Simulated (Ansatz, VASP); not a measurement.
One calculation of As, two programs

The input INCAR:

```
SYSTEM = As
PREC = Accurate
ENCUT = 520
EDIFF = 1E-6
ISMEAR = 0
SIGMA = 0.02
LREAL = .FALSE.
LASPH = .TRUE.
NELM = 60
ALGO = Normal
ISIF = 2
LWAVE = .FALSE.
LCHARG = .FALSE.
LDIPOL = .TRUE.
IDIPOL = 3
DIPOL = 0.5 0.5 0.500
GGA = PE
IVDW = 12
IBRION = 2
NSW = 60
EDIFFG = -0.01
```

The input KPOINTS:

```
regular mesh
0
G
  9 9 1
  0 0 0
```

POSCAR

```
As
1.0
    3.6430563119      0.0000000000      0.0000000000
   -1.8215281559      3.0931169740      0.0000000000
    0.0000000000      0.0000000000     28.5742411176
As
2
Direct
    0.3333333333      0.6666666667      0.4755450769
    0.6666666667      0.3333333333      0.5244549231
```

Input for Ansatz:

```yaml
crystal:
  lattice:
    - [3.6430563119, 0.0, 0.0]
    - [-1.8215281559, 3.093116974, 0.0]
    - [0.0, 0.0, 28.5742411176]
  atoms:
    - { symbol: As, position: [0.3333333333, 0.6666666667, 0.4755450769] }
    - { symbol: As, position: [0.6666666667, 0.3333333333, 0.5244549231] }
  periodic: [true, true, false]
basis:
  ecutwfc: 420
kpoints:
  mp_grid: { grid: [9, 9, 1] }
  band_path:
    path:
      - [0, 0, 0]
      - [0.5, 0, 0]
      - [0.3333333333333, 0.3333333333333, 0]
      - [0, 0, 0]
    npoints: 8
hamiltonian:
  xc: pbe
  dispersion: d3bj
scf:
  occupations: { method: gaussian, width: 0.02 }
output:
  forces: true
  stress: true
  eigenvalues: true
  write_density: true
  write_potential: true
  elf: true
  volumetric_format: npy
relax:
  adjacent_minimum: "off"
  f_tol: 0.01
  max_steps: 40
```

Change from the starting cell: strain along x +0.020, atoms relaxed.

Alike in both runs: task relaxation of the atoms; functional PBE; dispersion D3(BJ); k mesh 9 × 9 × 1; occupations gaussian, width 0.02 eV; no spin polarisation.

```csv
,VASP,Ansatz
version,VASP 6.6.1,Ansatz 0.2.0
potentials or method,"VASP PAW PBE potentials, release 64 (As), cutoff 520 eV","scalar-relativistic, plane waves, PAW"
valence electrons in the cell,10,30
```

|  | VASP | Ansatz | Ansatz less VASP |
| --- | --- | --- | --- |
| gap on the k mesh at the Fermi level, each at its own relaxed structure (eV) | 1.44 | 1.47 | +0.033 |

VASP's potentials hold 10 valence electrons a cell and Ansatz's 30, so a difference there can come from the potentials and not from the codes. Ansatz's warnings: stress scf threshold loose.
